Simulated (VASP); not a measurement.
# WSe2: single point with PBEsol+D4

System: WSe2, a sheet with vacuum.

```
CELL_PARAMETERS angstrom
3.30000 0.00000 0.00000
-1.65000 2.85788 0.00000
0.00000 0.00000 17.36000
ATOMIC_POSITIONS crystal
Se 0.66667 0.33333 0.40323
Se 0.66667 0.33333 0.59677
W 0.33333 0.66667 0.50000
```

```json
{
  "Program": "VASP 6.6.1",
  "Task": "single point",
  "Functional": "PBEsol",
  "Dispersion": "D4",
  "Potentials or basis": "VASP PAW PBE potentials, release 64 (Se, W_sv)",
  "Cutoff": "400 eV",
  "k mesh": "12 × 12 × 1",
  "Occupations": "gaussian, width 0.03 eV",
  "Spin": "no spin polarisation",
  "Dipole correction": "yes",
  "Further INCAR settings": "ALGO = Normal; EDIFF = 1e-06; NBANDS = 20; NELMDL = -8"
}
```

- Largest force: 0.310 eV/Å
- Band gap on the k mesh: 1.61 eV
- Dispersion energy per atom: -0.189 eV

Forces in eV/Å, atoms in the order of the input:
```
Se   0.000  0.000  0.310
Se   0.000  0.000 -0.310
W    0.000  0.000  0.000
```

Levels at points of the mesh, in eV from the valence-band top:
| k point | band 11 | band 12 | band 13 | band 14 | band 15 | band 16 |
| --- | --- | --- | --- | --- | --- | --- |
| (0.00, 0.00, 0.00) | -1.19 | -1.19 | -0.37 | 2.96 | 2.96 | 3.14 |
| (0.50, 0.00, 0.00) | -2.15 | -1.00 | -0.89 | 2.42 | 2.77 | 3.69 |

Run time: 59 s on 1 thread of Intel(R) Xeon(R) Platinum 8259CL CPU @ 2.50GHz (Skylake/Cascade Lake), with other jobs on the host, peak memory 0.26 GiB.

Caveat: the PAW data sets were made with another functional, which shifts forces and pressure a little; spin-orbit coupling is left out, which moves the levels of the heavy elements.
